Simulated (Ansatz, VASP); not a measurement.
**NbAs in VASP and in Ansatz**

POSCAR

```
NbAs
1.0
    0.0000000000      2.9260236880      2.9260236880
    2.9260236880      0.0000000000      2.9260236880
    2.9260236880      2.9260236880      0.0000000000
Nb As
1 1
Direct
    0.0000000000      0.0000000000      0.0000000000
    0.2500000000      0.2500000000      0.2500000000
```

The input INCAR.step1:

```
SYSTEM = NbAs
PREC = Accurate
ENCUT = 520
ISMEAR = 0
SIGMA = 0.1
LREAL = .False.
LASPH = .True.
NELM = 150
ISPIN = 2
MAGMOM = 2.5 0
LMAXMIX = 4
NBANDS = 20
GGA = PE
ALGO = Normal
EDIFF = 1E-4
LWAVE = .True.
LCHARG = .False.
```

INCAR.step2

```
SYSTEM = NbAs
PREC = Accurate
ENCUT = 520
EDIFF = 1E-7
ISMEAR = 0
SIGMA = 0.1
LREAL = .False.
LASPH = .True.
NELM = 150
ALGO = Normal
ISIF = 2
LWAVE = .False.
LCHARG = .False.
ISPIN = 2
MAGMOM = 2.5 0
LORBIT = 11
LMAXMIX = 4
METAGGA = R2SCAN
LMIXTAU = .True.
NBANDS = 20
ISTART = 1
```

Contents of KPOINTS:

```
Automatic mesh
0
Gamma
  12 12 12
  0 0 0
```

Input for Ansatz:

```yaml
crystal:
  lattice:
    - [0.0, 2.9260238529, 2.9260238529]
    - [2.9260238529, 0.0, 2.9260238529]
    - [2.9260238529, 2.9260238529, 0.0]
  atoms:
    - { symbol: Nb, position: [0.0, 0.0, 0.0], spin: 2.5 }
    - { symbol: As, position: [0.25, 0.25, 0.25] }
basis:
  ecutwfc: 500
kpoints:
  mp_grid: { grid: [12, 12, 12] }
hamiltonian:
  xc: r2scan
scf:
  occupations: { method: gaussian, width: 0.1 }
  lower_state_search: "off"
output:
  forces: true
  stress: true
  eigenvalues: true
  populations: true
magnetization:
  spin_polarized: true
```

Alike in both runs: task single point; functional r2SCAN; k mesh 12 × 12 × 12; occupations gaussian, width 0.1 eV; collinear spin.

|  | VASP | Ansatz |
| --- | --- | --- |
| version | VASP 6.6.1 | Ansatz 0.2.0 |
| potentials or method | VASP PAW PBE potentials, release 64 (Nb_sv, As), cutoff 520 eV | scalar-relativistic, plane waves, PAW |
| valence electrons in the cell | 18 | 28 |

Ansatz gave:

- gap on the k mesh at the Fermi level (eV): none
- pressure (GPa): 0.0
- net moment per atom (μB): 0.71
- size of the moment on the site where the two differ most (μB): 0.98

Problem. Estimate VASP's values.

Solution. gap on the k mesh at the Fermi level (eV): none; pressure (GPa): -3.1; net moment per atom (μB): 0.00; size of the moment on the site where the two differ most (μB): 0.00.

The net moments are unlike, so the other rows may belong to different states. VASP's potentials were made for PBE, not for r2SCAN. Site moments also hang on the region over which each program counts them. A gap of «none» marks a metal or a gap that the smearing closes. VASP's potentials hold 18 valence electrons a cell and Ansatz's 28, so a difference there can come from the potentials and not from the codes. Ansatz's warnings: stability check not made.
